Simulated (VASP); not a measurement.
Write the native input for VASP 6.6.1 that does the following.

```
Task                   : single point
Functional             : r2SCAN
Potentials or basis    : VASP PAW PBE potentials, release 64 (Zn, S)
Cutoff                 : 520 eV
k mesh                 : 6 × 6 × 4
Occupations            : gaussian, width 0.1 eV
Spin                   : no spin polarisation
Dipole correction      : no
Further INCAR settings : ALGO = Normal; EDIFF = 1e-07; NBANDS = 29
```

Crystal: Zn2S3.

```
Zn S
1.0
     4.04617    0.00000    0.00000
    -2.02309    3.50409    0.00000
     0.00000    0.00000    6.29519
Zn S
2 3
Direct
  0.33333 0.66667 0.24500
  0.66667 0.33333 0.75500
  0.00000 0.00000 0.00000
  0.33333 0.66667 0.64500
  0.66667 0.33333 0.35500
```

These files were run (other wordings do the same):

POSCAR

```
Zn2S3
1.0
    4.0461712550      0.0000000000      0.0000000000
   -2.0230856275      3.5040870949      0.0000000000
    0.0000000000      0.0000000000      6.2951852266
Zn S
2 3
Direct
    0.3333333333      0.6666666667      0.2450000000
    0.6666666667      0.3333333333      0.7550000000
    0.0000000000      0.0000000000      0.0000000000
    0.3333333333      0.6666666667      0.6450000000
    0.6666666667      0.3333333333      0.3550000000
```

INCAR.step1

```
SYSTEM = Zn2S3
ALGO     = Normal         ! electronic algorithm
EDIFF    = 1E-4           ! SCF threshold, eV
ENCUT    = 520            ! plane-wave cutoff, eV
GGA      = PE             ! functional
ISMEAR   = 0              ! smearing method
LASPH    = .True.         ! aspherical terms in the spheres
LCHARG   = .False.        ! write CHGCAR
LREAL    = .False.        ! projectors in reciprocal space
LWAVE    = .True.         ! write WAVECAR
NBANDS   = 29             ! bands
NELM     = 80             ! most SCF steps
PREC     = Accurate       ! precision mode
SIGMA    = 0.1            ! smearing width, eV
```

INCAR.step2

```
SYSTEM = Zn2S3
ALGO     = Normal         ! electronic algorithm
EDIFF    = 1E-7           ! SCF threshold, eV
ENCUT    = 520            ! plane-wave cutoff, eV
ISIF     = 2              ! what is computed and relaxed
ISMEAR   = 0              ! smearing method
ISTART   = 1            
LASPH    = .True.         ! aspherical terms in the spheres
LCHARG   = .False.        ! write CHGCAR
LMIXTAU  = .True.       
LREAL    = .False.        ! projectors in reciprocal space
LWAVE    = .False.        ! write WAVECAR
METAGGA  = R2SCAN         ! meta-GGA
NBANDS   = 29             ! bands
NELM     = 80             ! most SCF steps
PREC     = Accurate       ! precision mode
SIGMA    = 0.1            ! smearing width, eV
```

KPOINTS

```
k-points
0
Gamma
  6 6 4
  0 0 0
```

Potentials or basis: VASP PAW PBE potentials, release 64 (Zn, S).

Launch:

```sh
$ cat potpaw_PBE.64/Zn/POTCAR potpaw_PBE.64/S/POTCAR > POTCAR
$ cp INCAR.step1 INCAR
$ mpirun -np 1 vasp_std > vasp.out
$ cp INCAR.step2 INCAR
$ mpirun -np 1 vasp_std > vasp.out
```

Results of the run:

```yaml
Pressure: 1.0 GPa
Largest_force: 0.908 eV/Å
Band_gap_on_the_k_mesh: zero (bands 21 and 22 overlap by 1.56 eV)
```

Caveat: the PAW data sets were made with another functional, which shifts forces and pressure a little.

Wall time 2.1 min on 1 thread of Intel(R) Xeon(R) 6975P-C (Granite Rapids) (shared host), peak memory 0.23 GiB.
